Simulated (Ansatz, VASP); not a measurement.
Two plane-wave programs on HfB

```
Hf B
1.0
     0.00000    2.31000    2.31000
     2.31000    0.00000    2.31000
     2.31000    2.31000    0.00000
Hf B
1 1
Direct
  0.50000 0.50000 0.50000
  0.00000 0.00000 0.00000
```

Alike in both runs: functional PBEsol; k mesh 10 × 10 × 10; occupations fermi-dirac, width 0.05 eV; non-collinear spin, spin-orbit coupling.

|  | VASP | Ansatz |
| --- | --- | --- |
| version | VASP 6.6.1 | Ansatz 0.2.0 |
| potentials or method | VASP PAW PBE potentials, release 64 (Hf_pv, B) | Ansatz PAW |
| plane-wave cutoff (eV) | 520 | 420 |
| valence electrons in the cell | 13 | 29 |
| task | single point | band structure |

|  | VASP | Ansatz | Ansatz less VASP |
| --- | --- | --- | --- |
| pressure (GPa) | 23.8 | 22.3 | -1.58 |
| net moment per atom (μB) | 0.00 | 0.00 | 0.000 |

VASP's potentials were made for PBE, not for PBEsol. VASP's potentials hold 13 valence electrons a cell and Ansatz's 29, so a difference there can come from the potentials and not from the codes.
